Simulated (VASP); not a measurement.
The system is SnTe.

```
Sn Te
1.0
     0.00000    3.58398    3.58398
     3.58398    0.00000    3.58398
     3.58398    3.58398    0.00000
Sn Te
1 1
Direct
  0.00000 0.00000 0.00000
  0.25000 0.25000 0.25000
```

Base run:

* Program: VASP 6.6.1
* Functional: r2SCAN
* Potentials or basis: VASP PAW PBE potentials, release 64 (Sn_d, Te)
* Cutoff: 520 eV
* k mesh: 4 × 4 × 4
* Occupations: methfessel-paxton, width 0.001 eV
* Spin: no spin polarisation

Its results: band gap on the k mesh 0.09 eV (least direct gap 0.87 eV); pressure -0.1 GPa.

After a change of settings the same cell gave: band gap on the k mesh 0.11 eV (least direct gap 0.89 eV); pressure -0.5 GPa. Which change was it?
A. functional from r2SCAN to PBE-based screened hybrid with 40 % exact exchange; occupations from methfessel-paxton, width 0.001 eV to fermi-dirac, width 0.02 eV
B. functional from r2SCAN to PBE-based screened hybrid with 30 % exact exchange; occupations from methfessel-paxton, width 0.001 eV to fermi-dirac, width 0.02 eV
C. functional from r2SCAN to PBE-based global hybrid with 30 % exact exchange; occupations from methfessel-paxton, width 0.001 eV to fermi-dirac, width 0.02 eV
D. occupations from methfessel-paxton, width 0.001 eV to fermi-dirac, width 0.2 eV

D.

Caveats: the PAW data sets were made with another functional, which shifts forces and pressure a little; spin-orbit coupling is left out, which moves the levels of the heavy elements.
